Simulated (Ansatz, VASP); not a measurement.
# MgS: VASP beside Ansatz

```
Mg S
1.0
     0.00000    2.59293    2.60152
     2.59293    0.00000    2.60152
     2.59293    2.59293    0.00000
Mg S
1 1
Direct
  0.00000 0.00000 0.00000
  0.50000 0.50000 0.50000
```

Change from the starting cell: biaxial_xy strain -0.3%.

Alike in both runs: task single point; functional HSE06; k mesh 6 × 6 × 6; no spin polarisation.

```csv
,VASP,Ansatz
version,VASP 6.6.1,Ansatz 0.2.0
potentials or method,"VASP PAW PBE potentials, release 64 (Mg, S)","plane waves, PAW"
plane-wave cutoff (eV),520,420
occupations,"gaussian, width 0.01 eV",fixed
valence electrons in the cell,8,16
```

VASP gave:

```
gap on the k mesh at the Fermi level (eV)                     : 3.75
pressure (GPa)                                                : -0.2
traceless stress, the component that is largest in VASP (GPa) : -0.23
```

Q: Estimate Ansatz's values.

A: gap on the k mesh at the Fermi level (eV): 3.80; pressure (GPa): 0.1; traceless stress, the component that is largest in VASP (GPa): -0.24.

VASP's potentials hold 8 valence electrons a cell and Ansatz's 16, so a difference there can come from the potentials and not from the codes. Ansatz's warnings: stress exchange threshold loose, stress scf threshold loose.
